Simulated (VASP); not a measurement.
# Os (Fm-3m) in VASP: a series of runs

Runs on Os. Level: r2SCAN. Tasks: single point.

Program: VASP 6.6.1. These are calculated values, not measurements. Logs are shortened: lines on timing, memory, paths and dates and some standing lists are left out, and cuts for length are marked.

### 1 The cell of the first run

Symmetry: Fm-3m, No. 225, cubic system. The conventional cell has a = 3.773 Å, b = 3.773 Å, c = 3.773 Å, α = 90.00°, β = 90.00°, γ = 90.00°. Os (site symmetry m-3m) has 12 Os at 2.67 Å within 3.5 Å.

This isn't the form of Os at room conditions, which is hcp.

### 2 Single point, r2SCAN (strain -0.030 along x and y, -0.030 along z)

Contents of POSCAR:

```
Os
1.0
    0.0000000000      1.8866500000      1.8866500000
    1.8866500000      0.0000000000      1.8866500000
    1.8866500000      1.8866500000      0.0000000000
Os
1
Direct
    0.0000000000      0.0000000000      0.0000000000
```

Contents of INCAR.step1:

```
ALGO     = Normal         # electronic algorithm
EDIFF    = 1E-5           # SCF threshold, eV
ENCUT    = 620            # plane-wave cutoff, eV
GGA      = PE             # functional
GGA_COMPAT= F            
ISMEAR   = 0              # smearing method
LASPH    = T              # aspherical terms in the spheres
LCHARG   = F              # write CHGCAR
LREAL    = F              # projectors in reciprocal space
LWAVE    = T              # write WAVECAR
NBANDS   = 14             # bands
NELM     = 120            # most SCF steps
PREC     = Accurate       # precision mode
SIGMA    = 0.15           # smearing width, eV
```

Contents of INCAR.step2:

```
ALGO     = Normal         # electronic algorithm
EDIFF    = 1E-6           # SCF threshold, eV
ENCUT    = 620            # plane-wave cutoff, eV
GGA_COMPAT= F            
ISIF     = 2              # what is computed and relaxed
ISMEAR   = 0              # smearing method
ISTART   = 1            
LASPH    = T              # aspherical terms in the spheres
LCHARG   = F              # write CHGCAR
LMIXTAU  = T            
LREAL    = F              # projectors in reciprocal space
LWAVE    = F              # write WAVECAR
METAGGA  = R2SCAN         # meta-GGA
NBANDS   = 14             # bands
NELM     = 120            # most SCF steps
PREC     = Accurate       # precision mode
SIGMA    = 0.15           # smearing width, eV
```

Contents of KPOINTS:

```
k-points
0
Gamma
  20 20 20
```

Potentials or basis: VASP PAW PBE potentials, release 64 (Os_sv_GW).

On the command line:

```bash
$ cat potpaw_PBE.64/Os_sv_GW/POTCAR > POTCAR
$ cp INCAR.step1 INCAR
$ mpirun -np 1 vasp_std > vasp.out
$ cp INCAR.step2 INCAR
$ mpirun -np 1 vasp_std > vasp.out
```

OUTCAR:

```text
EDIFF = 1E-6
   ENCUT = 620
   ISIF = 2
   ISMEAR = 0
   ISTART = 1
   LASPH = T
   LREAL = F
   METAGGA = R2SCAN
   NELM = 120
   PREC = Accurate

 ion  position               nearest neighbor table
   1  0.000  0.000  0.000-

  LATTYP: Found a face centered cubic cell.
 ALAT       =     3.7733000000

  Lattice vectors:

 A1 = (   0.0000000000,   1.8866500000,   1.8866500000)
 A2 = (   1.8866500000,   0.0000000000,   1.8866500000)
 A3 = (   1.8866500000,   1.8866500000,   0.0000000000)

Analysis of symmetry for initial positions (statically):
=====================================================================
 Subroutine PRICEL returns:
 Original cell was already a primitive cell.

 Routine SETGRP: Setting up the symmetry group for a
 face centered cubic supercell.

 Subroutine GETGRP returns: Found 48 space group operations
 (whereof 48 operations were pure point group operations)
 out of a pool of 48 trial point group operations.

The static configuration has the point symmetry O_h .

Analysis of symmetry for dynamics (positions and initial velocities):
=====================================================================
 Subroutine PRICEL returns:
 Original cell was already a primitive cell.

 Routine SETGRP: Setting up the symmetry group for a
 face centered cubic supercell.

 Subroutine GETGRP returns: Found 48 space group operations
 (whereof 48 operations were pure point group operations)
 out of a pool of 48 trial point group operations.

The dynamic configuration has the point symmetry O_h .

 Subroutine INISYM returns: Found 48 space group operations
 (whereof 48 operations are pure point group operations),
 and found     1 'primitive' translations

----------------------------------------------------------------------------------------

                                     Primitive cell

  volume of cell :      13.4309

  direct lattice vectors                    reciprocal lattice vectors
     0.000000000  1.886650000  1.886650000    -0.265020009  0.265020009  0.265020009
     1.886650000  0.000000000  1.886650000     0.265020009 -0.265020009  0.265020009
     1.886650000  1.886650000  0.000000000     0.265020009  0.265020009 -0.265020009

  length of vectors
     2.668126017  2.668126017  2.668126017     0.459028121  0.459028121  0.459028121

  position of ions in fractional coordinates (direct lattice)
     0.000000000  0.000000000  0.000000000

  ion indices of the primitive-cell ions
   primitive index   ion index
                 1           1

----------------------------------------------------------------------------------------

 KPOINTS: k-points

Automatic generation of k-mesh.
 Grid dimensions read from file:
 generate k-points for:   20   20   20

 Generating k-lattice:

  Cartesian coordinates                     Fractional coordinates (reciprocal lattice)
    -0.013251000  0.013251000  0.013251000     0.050000000  0.000000000  0.000000000
     0.013251000 -0.013251000  0.013251000     0.000000000  0.050000000  0.000000000
     0.013251000  0.013251000 -0.013251000     0.000000000  0.000000000  0.050000000

  Length of vectors
     0.022951406  0.022951406  0.022951406

  Shift w.r.t. Gamma in fractional coordinates (k-lattice)
     0.000000000  0.000000000  0.000000000

 Subroutine IBZKPT returns following result:
 ===========================================

 Found    256 irreducible k-points:

 Following reciprocal coordinates:
            Coordinates               Weight
  0.000000  0.000000  0.000000      1.000000
  0.050000  0.000000  0.000000      8.000000
  0.100000  0.000000  0.000000      8.000000
  0.150000  0.000000  0.000000      8.000000
  0.200000  0.000000  0.000000      8.000000
  0.250000  0.000000  0.000000      8.000000
[... 16 lines left out ...]
 -0.400000  0.050000  0.000000     24.000000
 -0.350000  0.050000  0.000000     24.000000
 [... further k-points ...]
   k-points           NKPTS =    256   k-points in BZ     NKDIM =    256   number of bands    NBANDS=     14
   number of dos      NEDOS =    301   number of ions     NIONS =      1
   total plane-waves  NPLWV =  13824
   dimension x,y,z NGX =    24 NGY =   24 NGZ =   24
   dimension x,y,z NGXF=    48 NGYF=   48 NGZF=   48
   ions per type =               1
   NGX,Y,Z   is equivalent  to a cutoff of  14.95, 14.95, 14.95 a.u.
   NGXF,Y,Z  is equivalent  to a cutoff of  29.91, 29.91, 29.91 a.u.
 SYSTEM =  unknown system
   PREC   = accura    normal or accurate (medium, high low for compatibility)
   ISTART =      1    job   : 0-new  1-cont  2-samecut
   ICHARG =      0    charge: 1-file 2-atom 10-const
   ISPIN  =      1    spin polarized calculation?
   LNONCOLLINEAR =      F non collinear calculations
   LSORBIT =      F    spin-orbit coupling
   LASPH  =      T    aspherical Exc in radial PAW
   ENCUT  =  620.0 eV  45.57 Ry    6.75 a.u.   5.42  5.42  5.42*2*pi/ulx,y,z
   NELM   =    120;   NELMIN=  2; NELMDL=  0     # of ELM steps
   EDIFF  = 0.1E-05   stopping-criterion for ELM
   LREAL  =      F    real-space projection
   EDIFFG = 0.1E-04   stopping-criterion for IOM
   NSW    =      0    number of steps for IOM
   IBRION =     -1    ionic relax: 0-MD 1-quasi-New 2-CG
   NFREE  =      0    steps in history (QN), initial steepest desc. (CG)
   ISIF   =      2    stress and relaxation
   ISYM   =      2    0-nonsym 1-usesym 2-fastsym
   POTIM  = 0.5000    time-step for ionic-motion
   TEBEG  =    0.0;   TEEND  =   0.0 temperature during run
   PSTRESS=    0.0 pullay stress
   NELECT =      16.0000    total number of electrons
   NUPDOWN=      -1.0000    fix difference up-down
   EMIN   =  10.00;   EMAX   =-10.00  energy-range for DOS
   EFERMI =   0.00;   METHOD = LEGACY
   ISMEAR =     0;   SIGMA  =   0.15  broadening in eV -4-tet -1-fermi 0-gaus
   EFERMI_NEDOS =   21; number of points for ismear=-14 and -15
   IALGO  =     38    algorithm
   IMIX   =      4    mixing-type and parameters
     AMIX     =   0.40;   BMIX     =  1.00
     AMIX_MAG =   1.60;   BMIX_MAG =  1.00
  volume/ion in A,a.u.               =      13.43        90.64
  Fermi-wavevector in a.u.,A,eV,Ry     =   1.735456  3.279535 40.978106  3.011806
  Thomas-Fermi vector in A             =   2.809058
   LORBIT       =      0    0 simple, 1 ext, 2 COOP (PROOUT), +10 PAW based schemes
   METAGGA = R2SCAN    functional components
   LHFCALC =     F    Hartree Fock is set to
   AEXX    =    0.0000 exact exchange contribution
   IVDW    =     0    specifies the selected vdW correction
   LEPSILON=     F    determine dielectric tensor
   LRPA    =     F    only Hartree local field effects (RPA)
 non-spin polarized calculation
 Gauss-broadening in eV      SIGMA  =   0.15
  energy-cutoff  :      620.00
  volume of cell :       13.43
 maximum number of plane-waves:       495
 NGX is ok and might be reduce to    24
   NGX = 11   NGY = 11   NGZ = 11

 number of electron      16.0000001 magnetization

 Free energy of the ion-electron system (eV)
  ---------------------------------------------------
  ext. energy  EPLUGINS =         0.00000000
  ---------------------------------------------------
  free energy    TOTEN  =       -53.89996852 eV

  energy without entropy =      -53.88990015  energy(sigma->0) =      -53.89493433

 E-fermi :  14.2733     XC(G=0): -16.3103

 val. band max:       14.2587356203   @ k =   0.0500   0.0000   0.0000
 cond. band min:      14.2882420874   @ k =   0.3000   0.1000   0.0000
 fundamental gap:      0.0295064670
 Fermi energy:        14.2732862464

 k-point     1 :       0.0000    0.0000    0.0000
  band No.  band energies     occupation
      1     -74.4262      2.00000
      2     -32.5314      2.00000
      3     -32.5314      2.00000
      4     -32.5314      2.00000
      5       2.5808      2.00000
      6      10.9510      2.00000
      7      10.9510      2.00000
      8      10.9510      2.00000
      9      14.3057      0.76006
     10      14.3057      0.76006
     11      28.0718      0.00000
     12      34.4346      0.00000
     13      34.4346      0.00000
     14      34.4346      0.00000

 k-point     2 :       0.0500    0.0000    0.0000
  band No.  band energies     occupation
      1     -74.4235      2.00000
      2     -32.5667      2.00000
      3     -32.5362      2.00000
      4     -32.5362      2.00000
      5       2.7112      2.00000
      6      10.8667      2.00000
      7      11.0103      2.00000
      8      11.0103      2.00000
      9      14.2587      1.10912
     10      14.2587      1.10912
     11      28.3176      0.00000
     12      33.8660      0.00000
     13      34.6653      0.00000
     14      34.6653      0.00000

 k-point     3 :       0.1000    0.0000    0.0000
  band No.  band energies     occupation
      1     -74.4142      2.00000
      2     -32.6668      2.00000
      3     -32.5494      2.00000
      4     -32.5494      2.00000
      5       3.0894      2.00000
      6      10.6449      2.00000
      7      11.1698      2.00000
      8      11.1698      2.00000
      9      14.1471      1.76580
     10      14.1471      1.76580
     11      29.0026      0.00000
     12      32.6742      0.00000
     13      35.3407      0.00000
     14      35.3407      0.00000

 k-point     4 :       0.1500    0.0000    0.0000
  band No.  band energies     occupation
      1     -74.3992      2.00000
      2     -32.8204      2.00000
      3     -32.5696      2.00000
      4     -32.5696      2.00000
      5       3.6736      2.00000
      6      10.3704      2.00000
      7      11.3673      2.00000
      8      11.3673      2.00000
      9      14.0597      1.95596
     10      14.0597      1.95596
     11      29.8755      0.00000
     12      31.5225      0.00000
     13      36.4165      0.00000
     14      36.4165      0.00000

 k-point     5 :       0.2000    0.0000    0.0000
  band No.  band energies     occupation
      1     -74.3802      2.00000
      2     -33.0110      2.00000
      3     -32.5948      2.00000
      4     -32.5948      2.00000
      5       4.3803      2.00000
      6      10.1693      2.00000
      7      11.4926      2.00000
      8      11.4926      2.00000
      9      14.1351      1.80738
     10      14.1351      1.80738
     11      29.6569      0.00000
[... 276 lines left out ...]
 k-point    22 :      -0.4500    0.0500    0.0000
  band No.  band energies     occupation
      1     -74.2908      2.00000
      2     -33.8381      2.00000
      3     -32.7369      2.00000
      4     -32.7115      2.00000
      5       5.9318      2.00000
      6      10.6502      2.00000
      7      10.8505      2.00000
      8      13.4579      2.00000
      9      16.7830      0.00000
     10      17.4466      0.00000
     11      24.4560      0.00000
     12      28.1839      0.00000
     13      34.9279      0.00000
     14      35.4304      0.00000

 k-point    23 :      -0.4000    0.0500    0.0000
  band No.  band energies     occupation
      1     -74.2984      2.00000
      2     -33.7690      2.00000
      3     -32.7323      2.00000
      4     -32.6961      2.00000
      5       5.9518      2.00000
      6      10.7662      2.00000
      7      10.9327      2.00000
      8      12.7041      2.00000
      9      16.2606      0.00000
     10      17.1253      0.00000
     11      25.3374      0.00000
     12      28.7738      0.00000
     13      35.4383      0.00000
     14      36.5051      0.00000

 k-point    24 :      -0.3500    0.0500    0.0000
  band No.  band energies     occupation
      1     -74.3119      2.00000
      2     -33.6466      2.00000
      3     -32.7189      2.00000
      4     -32.6740      2.00000
      5       5.9362      2.00000
      6      10.9502      2.00000
      7      11.0899      2.00000
      8      11.6702      2.00000
      9      15.5631      0.00000
     10      16.5510      0.00000
     11      26.4262      0.00000
     12      29.9356      0.00000
     13      36.5072      0.00000
     14      38.1267      0.00000

 [... further k-points ...]
[... 5 lines left out ...]
  --------------------------------------------------------------------------------------
  -------------------------------------------------------------------------------------
  Total        1.7709067      1.7709067      1.7709067     -0.0000000     -0.0000000      0.0000000
  in kB      211.2526893    211.2526893    211.2526893     -0.0000000     -0.0000000      0.0000000
  external PRESSURE =     211.2526893 kB  Pullay stress =       0.0000000 kB

 VOLUME and BASIS-vectors are now :
 -----------------------------------------------------------------------------
  energy-cutoff  :      620.00
  volume of cell :       13.43
      direct lattice vectors                 reciprocal lattice vectors
     0.000000000  1.886650000  1.886650000    -0.265020009  0.265020009  0.265020009
     1.886650000  0.000000000  1.886650000     0.265020009 -0.265020009  0.265020009
     1.886650000  1.886650000  0.000000000     0.265020009  0.265020009 -0.265020009

 POSITION                                       TOTAL-FORCE (eV/Angst)
 -----------------------------------------------------------------------------------
      0.00000      0.00000      0.00000        -0.000000      0.000000      0.000000
 -----------------------------------------------------------------------------------
    total drift:                               -0.000000     -0.000000     -0.000000

  FREE ENERGIE OF THE ION-ELECTRON SYSTEM (eV)
  ---------------------------------------------------
  free  energy   TOTEN  =       -53.8999685181 eV

  energy  without entropy=      -53.8899001496  energy(sigma->0) =      -53.89493433
```

Wall time 2.5 min (1 thread of AMD EPYC 9R45 (Zen 5), shared host); peak memory 0.17 GiB.

Results:

* Free energy: -53.9000 eV
* Pressure: 21.1 GPa
* Band gap on the k mesh: zero (bands 8 and 9 overlap by 4.39 eV)

Caveat: the cell differs from its parent crystal (strain -0.030 along x and y, -0.030 along z); the cell stands under pressure; the PAW data sets were made with another functional, which shifts forces and pressure a little; spin-orbit coupling is left out, which moves the levels of the heavy elements.

### 3 Single point, r2SCAN (strain -0.015 along x and y, -0.015 along z)

Contents of POSCAR:

```
Os
1.0
    0.0000000000      1.9158250000      1.9158250000
    1.9158250000      0.0000000000      1.9158250000
    1.9158250000      1.9158250000      0.0000000000
Os
1
Direct
    0.0000000000      0.0000000000      0.0000000000
```

Contents of INCAR.step1:

```
SYSTEM = Os
  PREC = Accurate
  ENCUT = 620
  ISMEAR = 0
  SIGMA = 0.15
  LREAL = .FALSE.
  LASPH = .TRUE.
  NELM = 120
  NBANDS = 14
  GGA = PE
  ALGO = Normal
  EDIFF = 1E-5
  LWAVE = .TRUE.
  LCHARG = .FALSE.
  GGA_COMPAT = .FALSE.
```

Contents of INCAR.step2:

```
SYSTEM = Os
  PREC = Accurate
  ENCUT = 620
  EDIFF = 1E-6
  ISMEAR = 0
  SIGMA = 0.15
  LREAL = .FALSE.
  LASPH = .TRUE.
  NELM = 120
  ALGO = Normal
  ISIF = 2
  LWAVE = .FALSE.
  LCHARG = .FALSE.
  METAGGA = R2SCAN
  LMIXTAU = .TRUE.
  NBANDS = 14
  ISTART = 1
  GGA_COMPAT = .FALSE.
```

Contents of KPOINTS:

```
regular mesh
0
G
  20 20 20
  0 0 0
```

Potentials or basis: VASP PAW PBE potentials, release 64 (Os_sv_GW).

On the command line:

```bash
$ cat potpaw_PBE.64/Os_sv_GW/POTCAR > POTCAR
$ cp INCAR.step1 INCAR
$ mpirun -np 1 vasp_std > vasp.out
$ cp INCAR.step2 INCAR
$ mpirun -np 1 vasp_std > vasp.out
```

It took 3 min on 1 thread of AMD EPYC 9R45 (Zen 5), shared host; peak memory 0.18 GiB.

Results (log left out):

```
Free energy            : -53.9416 eV
Pressure               : -0.5 GPa
Band gap on the k mesh : zero (bands 8 and 9 overlap by 4.07 eV)
```

Levels at points of the mesh, in eV from the Fermi level:
```
           k point  band 6  band 7  band 8  band 9  band 10  band 11
(0.00, 0.00, 0.00)   -3.10   -3.10   -3.10    0.02     0.02    13.90
(0.50, 0.00, 0.00)   -3.29   -3.29   -0.31    2.53     2.53     9.42
(0.50, 0.50, 0.00)   -7.17    2.31    2.46    3.26     3.26    12.48
```

Caveat: the cell differs from its parent crystal (strain -0.015 along x and y, -0.015 along z); the PAW data sets were made with another functional, which shifts forces and pressure a little; spin-orbit coupling is left out, which moves the levels of the heavy elements.

The gap in the log of VASP goes by the Fermi energy; the results here count the filled bands.